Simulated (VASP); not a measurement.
## Se: single point with PBE+U

The system is Se.

```
Se
1.0
     1.39427   -4.03900    0.00000
     1.39427    4.03900    0.00000
     0.00000    0.00000    4.61343
Se
2
Direct
  0.93566 0.06434 0.25000
  0.06434 0.93566 0.75000
```

```
Program             : VASP 6.6.1
Task                : single point
Functional          : PBE
Potentials or basis : VASP PAW PBE potentials, release 64 (Se)
Cutoff              : 500 eV
k mesh              : 6 × 6 × 4
Occupations         : gaussian, width 0.1 eV
Spin                : no spin polarisation
Hubbard terms       : Se p U = 2.3 eV
```

```yaml
Pressure: 2.5 GPa
Largest_force: 0.275 eV/Å
Band_gap_on_the_k_mesh: zero (bands 6 and 7 overlap by 3.16 eV)
```

Forces in eV/Å, atoms in the order of the input:
```
Se   0.000 -0.275  0.000
Se   0.000  0.275  0.000
```

Stress tensor (GPa, compression positive):
```
6.38 0.00 0.00
0.00 0.12 0.00
0.00 0.00 1.06
```

Levels at points of the mesh, in eV from the Fermi level:
| k point | band 4 | band 5 | band 6 | band 7 | band 8 | band 9 |
| --- | --- | --- | --- | --- | --- | --- |
| (0.00, 0.00, 0.00) | -2.40 | -2.21 | 2.15 | 2.50 | 4.55 | 5.38 |
| (0.50, 0.00, 0.00) | -4.53 | -3.54 | -1.22 | -0.42 | 3.35 | 4.85 |
| (0.50, 0.50, 0.00) | -4.31 | -2.18 | 0.76 | 1.95 | 4.65 | 8.29 |
| (0.00, 0.00, 0.50) | -3.74 | 0.25 | 0.25 | 3.20 | 3.20 | 4.83 |
| (0.50, 0.00, 0.50) | -5.36 | -2.54 | -2.54 | 2.43 | 2.43 | 5.21 |
| (0.50, 0.50, 0.50) | -5.29 | 1.02 | 1.02 | 3.09 | 3.09 | 7.90 |

Wall time 21 s on 1 thread of AMD EPYC 9R14 (Zen 4) (shared host), peak memory 0.15 GiB.

Caveat: the k points lie up to 0.40 Å⁻¹ apart, too coarse for converged energies and pressures of a metal; U without spin polarisation on a metal has little footing.
